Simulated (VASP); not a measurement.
Runs of VASP 6.6.1 on HfO2. The structure is that of space group P4_2/nmc (No. 137), or close to it. The cells are those of the table. 

| cell | gap on the mesh (eV) | pressure (GPa) | largest force (eV/Å) |
| --- | --- | --- | --- |
| a = 3.577, b = 3.577, c = 5.046 Å, 6 atoms | 4.44 | (c) | 0.03 |
| a = 3.577, b = 3.577, c = 4.994 Å, 6 atoms | (b) | (a) | 0.03 |
| a = 3.577, b = 3.577, c = 5.254 Å, 6 atoms | 4.72 | 1.2 | 0.04 |
| a = 3.577, b = 3.577, c = 5.150 Å, 6 atoms | 4.65 | 4.1 | 0.04 |
| a = 3.577, b = 3.577, c = 5.098 Å, 6 atoms | 4.55 | 5.7 | 0.03 |

Alike in all rows: task single point; level PBE; potentials or basis VASP PAW PBE potentials, release 64 (Hf_pv, O); no spin polarisation; k mesh 8 × 8 × 6; cutoff (eV) 520; smearing fermi-dirac 0.02 eV.

Estimate the missing entries.

(a) 9.7; (b) 4.33; (c) 7.6.

Caveats: spin-orbit coupling is left out, which moves the levels of the heavy elements.

A k mesh can miss the band edges, and the runs leave out spin-orbit coupling on Hf.
